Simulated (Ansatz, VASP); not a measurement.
Au in VASP and in Ansatz

```
Au
1.0
     2.93816    0.00000    0.00000
    -1.46908    2.54452    0.00000
     0.00000    0.00000    4.94422
Au
2
Direct
  0.66667 0.33333 0.25000
  0.33333 0.66667 0.75000
```

Change from the starting cell: volume scaled by 1.04.

Alike in both runs: task single point; functional LDA; k mesh 11 × 11 × 6; occupations fermi-dirac, width 0.05 eV; no spin polarisation.

|  | VASP | Ansatz |
| --- | --- | --- |
| version | VASP 6.6.1 | Ansatz 0.2.0 |
| potentials or method | VASP PAW LDA potentials, release 64 (Au), cutoff 520 eV | all-electron LAPW, scalar-relativistic |

|  | VASP | Ansatz | Ansatz less VASP |
| --- | --- | --- | --- |
| gap on the k mesh at the Fermi level (eV) | none | none | - |
| pressure (GPa) | -14.8 | -15.2 | -0.34 |
| traceless stress, the component that is largest in VASP (GPa) | 0.22 | 0.29 | +0.076 |

LDA's correlation is that of Perdew and Zunger in VASP and of Perdew and Wang (1992) in Ansatz. A gap of «none» marks a metal or a gap that the smearing closes. Ansatz ran all-electron here, and VASP with PAW potentials.

Neither program's run includes spin-orbit coupling.
